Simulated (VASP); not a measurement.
**H4C10F: single point with LDA**

The system is H4C10F, a slab with vacuum.

```xyz
30
Lattice="5.0487 0.0000 0.0000 0.0000 5.0487 0.0000 0.0000 0.0000 17.1647" Properties=species:S:1:pos:R:3 pbc="T T T"
H     2.1598    0.0000    1.0000
H     0.3646    0.0000    1.0000
H     4.6842    0.0000    1.0000
H     2.8890    0.0000    1.0000
H     2.1598    2.5244    1.0000
H     0.3646    2.5244    1.0000
H     4.6842    2.5244    1.0000
H     2.8890    2.5244    1.0000
C     1.2622    0.0000    1.6347
C     3.7866    0.0000    1.6347
C     1.2622    2.5244    1.6347
C     3.7866    2.5244    1.6347
C     1.2622    1.2622    2.5272
C     3.7866    1.2622    2.5272
C     1.2622    3.7866    2.5272
C     3.7866    3.7866    2.5272
C     0.0113    1.2289    3.3368
C     2.5315    1.2729    3.3609
C     0.0443    3.7968    3.4728
C     2.5615    3.7918    3.5131
C     0.0607    0.1039    4.2944
C     2.5666    0.0538    4.3168
C     0.0126    2.4441    4.3383
C     2.5639    2.5177    4.4362
C     1.3096    0.4861    5.1385
C     3.8314    0.5055    5.0643
C     1.2641    2.0519    4.9936
C     3.8191    2.0737    5.0447
F     1.2364   -0.0151    6.3931
F     3.7532    0.0251    6.3466
```

```yaml
Program: VASP 6.6.1
Task: single point
Functional: LDA
Potentials_or_basis: VASP PAW LDA potentials, release 64 (H, C, F)
Cutoff: 520 eV
k_mesh: 2 × 2 × 1
Occupations: fermi-dirac, width 0.05 eV
Spin: no spin polarisation
Dipole_correction: no
Further_INCAR_settings: LREAL = Auto; ALGO = Normal; EDIFF = 1e-06; NBANDS = 72
```

```yaml
Largest_force: 9.081 eV/Å
Band_gap_on_the_k_mesh: 0.07 eV
```

Forces on the atoms (eV/Å):
```
H   -9.074 -0.032  0.040
H    8.982 -0.023  0.084
H   -8.986  0.007  0.092
H    9.061 -0.045  0.024
H   -9.081  0.025  0.065
H    9.032  0.048  0.069
H   -9.041  0.053  0.063
H    9.034  0.009  0.089
C    0.370 -0.202  1.491
C   -0.409 -0.215  1.492
C    0.050  0.147  1.432
C    0.088  0.149  1.515
C    0.354  0.331 -3.084
C    0.272  0.201 -2.882
C    0.712 -0.171  0.510
C    0.711 -0.025  0.611
C    0.006  1.125 -0.828
C   -0.360 -1.091  0.205
C   -0.908 -0.321  0.379
C   -0.493  0.161 -0.368
C   -0.684 -1.243  0.549
C   -0.156  1.751 -0.113
C    0.324  1.275 -1.385
C   -0.853  0.037 -0.979
C   -0.323 -0.139 -0.983
C   -0.407 -0.517  1.172
C    1.313 -0.206  0.600
C   -0.042 -0.655 -0.397
F    0.087 -0.073  0.224
F    0.419 -0.360  0.314
```

Levels at points of the mesh, in eV from the valence-band top:
```
           k point  band 49  band 50  band 51  band 52  band 53  band 54
(0.00, 0.00, 0.00)    -1.07    -0.90    -0.55     0.07     2.02     3.26
(0.50, 0.00, 0.00)    -2.70    -2.67    -0.26     0.08     3.14     3.17
(0.00, 0.50, 0.00)    -0.83    -0.63    -0.51     0.23     2.70     2.78
(0.50, 0.50, 0.00)    -3.15    -3.09     0.00     0.33     3.69     3.70
```

Wall time 7.4 min on 1 thread of Oxide Virtual Turin-like Processor, on a shared host, peak memory 0.36 GiB.

Caveat: the k points lie up to 0.62 Å⁻¹ apart; there is no dipole correction, which matters where the two faces differ.
